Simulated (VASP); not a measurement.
Set up this calculation in VASP 6.6.1, as the native input.

```yaml
Task: single point
Functional: PBE
Potentials_or_basis: VASP PAW PBE potentials, release 64 (Si, C)
Cutoff: 520 eV
k_mesh: 10 × 10 × 2
Occupations: fermi-dirac, width 0.05 eV
Spin: no spin polarisation
Dipole_correction: no
Further_INCAR_settings: ALGO = Normal; EDIFF = 1e-07; NBANDS = 36
```

The structure of SiC (Moissanite 6H) lies in POSCAR:

```
SiC
1.0
    3.1357283548      0.0000000000      0.0000000000
   -1.5678641774      2.7156204146      0.0000000000
    0.0000000000      0.0000000000     15.3696281560
Si C
6 6
Direct
    0.6666666667      0.3333333333      0.4583000000
    0.3333333333      0.6666666667      0.9583000000
    0.6666666667      0.3333333333      0.7917000000
    0.3333333333      0.6666666667      0.2917000000
    0.0000000000      0.0000000000      0.6250000000
    0.0000000000      0.0000000000      0.1250000000
    0.6666666667      0.3333333333      0.3333000000
    0.3333333333      0.6666666667      0.8333000000
    0.6666666667      0.3333333333      0.6667000000
    0.3333333333      0.6666666667      0.1667000000
    0.0000000000      0.0000000000      0.5000000000
    0.0000000000      0.0000000000      0.0000000000
```

The input as run:

INCAR

```
SYSTEM = SiC
PREC     = Accurate       ! precision mode
ENCUT    = 520            ! plane-wave cutoff, eV
EDIFF    = 1E-7           ! SCF threshold, eV
ISMEAR   = -1             ! smearing method
SIGMA    = 0.05           ! smearing width, eV
LREAL    = .FALSE.        ! projectors in reciprocal space
LASPH    = .TRUE.         ! aspherical terms in the spheres
NELM     = 100            ! most SCF steps
ALGO     = Normal         ! electronic algorithm
ISIF     = 2              ! what is computed and relaxed
LWAVE    = .FALSE.        ! write WAVECAR
LCHARG   = .FALSE.        ! write CHGCAR
GGA      = PE             ! functional
NBANDS   = 36             ! bands
```

KPOINTS

```
Automatic mesh
0
G
  10 10 2
  0 0 0
```

Potentials or basis: VASP PAW PBE potentials, release 64 (Si, C).

Launch:

```sh
$ cat potpaw_PBE.64/Si/POTCAR potpaw_PBE.64/C/POTCAR > POTCAR
$ mpirun -np 1 vasp_std > vasp.out
```

It gave:

```yaml
Pressure: -7.6 GPa
Largest_force: 0.136 eV/Å
Band_gap_on_the_k_mesh: 2.03 eV, indirect (least direct gap 3.11 eV)
```

It took 59 s on 1 thread of Intel(R) Xeon(R) 6975P-C (Granite Rapids), on a shared host, peak memory 0.28 GiB.
